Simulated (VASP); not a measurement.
A run of VASP 6.6.1 is set up as follows.

INCAR

```
PREC = Accurate
ENCUT = 520
EDIFF = 1E-6
ISMEAR = 0
SIGMA = 0.1
LREAL = F
LASPH = T
NELM = 120
ALGO = Normal
ISIF = 2
LWAVE = F
LCHARG = F
GGA = PE
NBANDS = 76
GGA_COMPAT = F
```

File KPOINTS:

```
regular mesh
0
Gamma
  4 4 4
```

POSCAR

```
HC28
1.0
   -4.9330325621     -4.2721315165      0.0000000000
    1.2332581405     -6.4081972747      0.0000000000
   -1.2332581405     -3.5601095971      8.5756696909
C H
28 1
Direct
    0.7909978816      0.9366815683      0.7646151538
    0.9354791319      0.5107256907      0.7573893625
    0.5105653533      0.8028401241      0.7518074077
    0.6571544589      0.3637649617      0.7518083406
    0.2180798332      0.6562653414      0.7517960967
    0.3650314294      0.2253877655      0.7573964756
    0.0796958369      0.0811615397      0.7574002071
    0.4739965312      0.6196917224      0.7156056869
    0.6031369593      0.1763697154      0.7595020838
    0.1718679948      0.4648871139      0.7567705187
    0.3191931249      0.0354540152      0.7567757661
    0.8897701034      0.3175584931      0.7567723844
    0.0306834832      0.8899777010      0.7594927551
    0.7442857928      0.7488224915      0.7594982357
    0.9652362042      0.1080624328      0.2472071659
    0.1080618011      0.6794646709      0.2472758486
    0.6794952438      0.9652353133      0.2473692524
    0.8224106652      0.5364649459      0.2473725174
    0.3936396396      0.8223190036      0.2473711181
    0.5366421859      0.3937645448      0.2472758486
    0.2509371993      0.2508871468      0.2472760818
    0.6317696071      0.7745912970      0.2476115658
    0.7747590884      0.3461026648      0.2472435479
    0.3461282542      0.6318495011      0.2472666365
    0.4890251283      0.2033199030      0.2472694351
    0.0604933222      0.4889541690      0.2472687354
    0.2032767741      0.0604640399      0.2472424984
    0.9176382490      0.9175833961      0.2472433147
    0.5179708298      0.6635311140      0.5838787151
```

Potentials or basis: VASP PAW PBE potentials, release 64 (C, H).

The run is started by

```sh
$ cat potpaw_PBE.64/C/POTCAR potpaw_PBE.64/H/POTCAR > POTCAR
$ mpirun -np 1 vasp_std > vasp.out
```

Task: Predict the band gap on the k mesh.

Result: Zero (an odd number of electrons rules out a gap without spin polarisation).

Task: Predict the pressure.

Result: 1.4 GPa.

Task: What does it give for the largest force?

Result: 0.027 eV/Å.

Stress tensor (GPa, compression positive):
```
2.07 0.00 0.00
0.00 2.07 0.00
0.00 0.00 0.01
```
